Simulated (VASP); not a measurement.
Set up this calculation in VASP 6.6.1, as the native input.

- Task: single point
- Functional: r2SCAN
- Potentials or basis: VASP PAW PBE potentials, release 64 (Sr_sv, Ti_sv, O)
- Cutoff: 660 eV
- k mesh: 8 × 8 × 8
- Occupations: fermi-dirac, width 0.1 eV
- Spin: no spin polarisation
- Dipole correction: no
- Further INCAR settings: ALGO = Normal; EDIFF = 1e-06; NBANDS = 28

SrTiO3:

```
Sr Ti O
1.0
     3.90685    0.00000    0.00000
     0.00000    3.90685    0.00000
     0.00000    0.00000    3.90685
Sr Ti O
1 1 3
Direct
  0.50000 0.50000 0.50000
  0.00000 0.00000 0.00000
  0.50000 0.00000 0.00000
  0.00000 0.50000 0.00000
  0.00000 0.00000 0.50000
```

The input as run:

POSCAR

```
SrTiO3
1.0
    3.9068462683      0.0000000000      0.0000000000
    0.0000000000      3.9068462683      0.0000000000
    0.0000000000      0.0000000000      3.9068462683
Sr Ti O
1 1 3
Direct
    0.5000000000      0.5000000000      0.5000000000
    0.0000000000      0.0000000000      0.0000000000
    0.5000000000      0.0000000000      0.0000000000
    0.0000000000      0.5000000000      0.0000000000
    0.0000000000      0.0000000000      0.5000000000
```

INCAR.step1

```
SYSTEM = SrTiO3
PREC = Accurate
ENCUT = 660
ISMEAR = -1
SIGMA = 0.1
LREAL = .FALSE.
LASPH = .TRUE.
NELM = 120
NBANDS = 28
GGA = PE
ALGO = Normal
EDIFF = 1E-5
LWAVE = .TRUE.
LCHARG = .FALSE.
GGA_COMPAT = .FALSE.
```

INCAR.step2

```
SYSTEM = SrTiO3
PREC = Accurate
ENCUT = 660
EDIFF = 1E-6
ISMEAR = -1
SIGMA = 0.1
LREAL = .FALSE.
LASPH = .TRUE.
NELM = 120
ALGO = Normal
ISIF = 2
LWAVE = .FALSE.
LCHARG = .FALSE.
METAGGA = R2SCAN
LMIXTAU = .TRUE.
NBANDS = 28
ISTART = 1
GGA_COMPAT = .FALSE.
```

KPOINTS

```
Automatic mesh
0
G
  8 8 8
  0 0 0
```

Potentials or basis: VASP PAW PBE potentials, release 64 (Sr_sv, Ti_sv, O).

Run with:

```sh
$ cat potpaw_PBE.64/Sr_sv/POTCAR potpaw_PBE.64/Ti_sv/POTCAR potpaw_PBE.64/O/POTCAR > POTCAR
$ cp INCAR.step1 INCAR
$ mpirun -np 1 vasp_std > vasp.out
$ cp INCAR.step2 INCAR
$ mpirun -np 1 vasp_std > vasp.out
```

It gave:

```
Pressure               : 0.7 GPa
Band gap on the k mesh : 2.28 eV (least direct gap 2.66 eV)
```

Caveat: the PAW data sets were made with another functional, which shifts forces and pressure a little.

Wall time 7.5 min on 1 thread of Intel Xeon 8259CL, on a shared host, peak memory 0.27 GiB.
